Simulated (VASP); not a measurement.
Here is a VASP 6.6.1 calculation.

File INCAR:

```
PREC = Accurate
ENCUT = 520
EDIFF = 1E-7
ISMEAR = -1
SIGMA = 0.05
LREAL = False
LASPH = True
NELM = 80
ALGO = Normal
ISIF = 2
LWAVE = False
LCHARG = False
GGA = PS
NBANDS = 19
```

The input KPOINTS:

```
regular mesh
0
Gamma
  8 8 4
```

POSCAR

```
TiTe2
1.0
    3.5309039327      0.0000000000      0.0000000000
   -1.7654519663      3.0578525040      0.0000000000
    0.0000000000      0.0000000000      6.0449451694
Te Ti
2 1
Direct
    0.3333333333      0.6666666667      0.7142159385
    0.6666666667      0.3333333333      0.2857840615
    0.0000000000      0.0000000000      0.0000000000
```

Potentials or basis: VASP PAW PBE potentials, release 64 (Te, Ti_sv).

Command:

```console
$ cat potpaw_PBE.64/Te/POTCAR potpaw_PBE.64/Ti_sv/POTCAR > POTCAR
$ mpirun -np 1 vasp_std > vasp.out
```

**Question.** Predict the pressure.

**Answer.** 10.0 GPa.

**Question.** Predict the largest force.

**Answer.** 0.018 eV/Å.

**Question.** What does it give for the band gap on the k mesh?

**Answer.** Zero (band 12 reaches 10.02 eV, above the bottom of band 13 at 9.08 eV).

Forces on the atoms (eV/Å):
```
Te   0.000  0.000 -0.018
Te   0.000  0.000  0.018
Ti   0.000  0.000  0.000
```

Caveat: the PAW data sets were made with another functional, which shifts forces and pressure a little; spin-orbit coupling is left out, which moves the levels of the heavy elements.
